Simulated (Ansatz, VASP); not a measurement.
**One calculation of W, two programs**

Contents of POSCAR:

```
W
1.0
   -1.5784212184      1.5784212184      1.5784212184
    1.5784212184     -1.5784212184      1.5784212184
    1.5784212184      1.5784212184     -1.5784212184
W
1
Direct
    0.0000000000      0.0000000000      0.0000000000
```

INCAR.step1

```
SYSTEM = W
PREC = Accurate
ENCUT = 600
ISMEAR = -1
SIGMA = 0.05
LREAL = .FALSE.
LASPH = .TRUE.
NELM = 100
GGA = PE
ALGO = Normal
EDIFF = 1E-4
LWAVE = .TRUE.
LCHARG = .FALSE.
```

Contents of INCAR.step2:

```
SYSTEM = W
PREC = Accurate
ENCUT = 600
EDIFF = 1E-7
ISMEAR = -1
SIGMA = 0.05
LREAL = .FALSE.
LASPH = .TRUE.
NELM = 100
ALGO = Normal
ISIF = 3
LWAVE = .FALSE.
LCHARG = .FALSE.
METAGGA = R2SCAN
LMIXTAU = .TRUE.
IBRION = 2
NSW = 60
EDIFFG = -0.005
ISTART = 1
```

The input KPOINTS:

```
Automatic mesh
0
G
  19 19 19
  0 0 0
```

Input for Ansatz:

```yaml
crystal:
  lattice:
    - [-1.5784212184, 1.5784212184, 1.5784212184]
    - [1.5784212184, -1.5784212184, 1.5784212184]
    - [1.5784212184, 1.5784212184, -1.5784212184]
  atoms:
    - { symbol: W, position: [0.0, 0.0, 0.0] }
kpoints:
  mp_grid: { grid: [19, 19, 19] }
scf:
  occupations: { method: fermi_dirac, width: 0.05 }
hamiltonian:
  xc: r2scan
  pseudopotentials: { kind: paw }
output:
  forces: true
  stress: true
relax:
  f_tol: 0.005
  max_steps: 40
  cell: {}
```

Alike in both runs: task relaxation of cell and atoms; functional r2SCAN; k mesh 19 × 19 × 19; occupations fermi-dirac, width 0.05 eV; no spin polarisation.

|  | VASP | Ansatz |
| --- | --- | --- |
| version | VASP 6.6.1 | Ansatz 0.2.0 |
| potentials or method | VASP PAW PBE potentials, release 64 (W_sv) | PAW with Ansatz's default frozen-core files, scalar-relativistic |
| plane-wave cutoff (eV) | 600 | 500 |
| valence electrons in the cell | 14 | 14 |

|  | VASP | Ansatz | Ansatz less VASP |
| --- | --- | --- | --- |
| relaxed volume (Å³/atom) | 15.97 | 15.91 | -0.064 |
| relaxed length of the cell vector where the two differ most in proportion (Å) | 2.748 | 2.744 | -0.0037 |

VASP's potentials were made for PBE, not for r2SCAN.

Spin-orbit coupling is off throughout.
